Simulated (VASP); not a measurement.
Here is a VASP 6.6.1 calculation.

The input INCAR:

```
SYSTEM = EuH3Au
ALGO = Normal
EDIFF = 1E-6
ENCUT = 520
GGA = PE
ISIF = 2
ISMEAR = -1
ISPIN = 2
LASPH = .TRUE.
LCHARG = .FALSE.
LDAU = .TRUE.
LDAUJ = 0 0 0.78
LDAUL = -1 -1 3
LDAUPRINT = 1
LDAUTYPE = 1
LDAUU = 0 0 4.76
LMAXMIX = 6
LORBIT = 11
LREAL = .FALSE.
LUSENCCL = .FALSE.
LWAVE = .FALSE.
MAGMOM = -0.01 -0.01 -0.02 -0.02 -0.02 -0.02 -0.02 -0.02 7.51 7.51
NBANDS = 46
NELM = 150
PREC = Accurate
SIGMA = 0.1
```

Contents of KPOINTS:

```
k-points
0
G
  4 6 4
  0 0 0
```

Contents of POSCAR:

```
EuH3Au
1.0
   -3.9203635554      0.0000000000     -3.9203635554
    0.0000000000     -3.9661291308      0.0000000000
   -3.9203635554      0.0000000000      3.9203635554
Au H Eu
2 6 2
Direct
    0.0000000000      1.0000000000      0.0000000000
    0.5000000000      1.0000000000      0.5000000000
    0.7500000000      0.0000000000      0.7500000000
    0.2500000000      1.0000000000      0.2500000000
    0.0000000000      0.5000000000      0.0000000000
    0.5000000000      0.5000000000      0.5000000000
    0.7500000000      0.0000000000      0.2500000000
    0.2500000000      0.0000000000      0.7500000000
    0.0000000000      0.5000000000      0.5000000000
    0.5000000000      0.5000000000      0.0000000000
```

Potentials or basis: VASP PAW PBE potentials, release 64 (Au, H, Eu).

Run with:

```bash
$ cat potpaw_PBE.64/Au/POTCAR potpaw_PBE.64/H/POTCAR potpaw_PBE.64/Eu/POTCAR > POTCAR
$ mpirun -np 1 vasp_std > vasp.out
```

Problem. What does it give for the net moment?

Solution. 14.10 μB per cell.

Problem. Predict the pressure.

Solution. -0.1 GPa.

Problem. What does it give for the site moments?

Solution. Au -0.01; H -0.01; Eu +6.72 μB.

Eigenvalues of the final occupation matrices:
| site | spin | trace | eigenvalues |
| --- | --- | --- | --- |
| site 9 f | 1 | 6.80 | 0.96 0.97 0.97 0.97 0.98 0.98 0.98 |
| site 9 f | 2 | 0.01 | 0.00 0.00 0.00 0.00 0.00 0.00 0.00 |
| site 10 f | 1 | 6.80 | 0.96 0.97 0.97 0.97 0.98 0.98 0.98 |
| site 10 f | 2 | 0.01 | 0.00 0.00 0.00 0.00 0.00 0.00 0.00 |

Caveat: spin-orbit coupling is left out, which moves the levels of the heavy elements. The state reached can hang on the start; a lower one may exist.
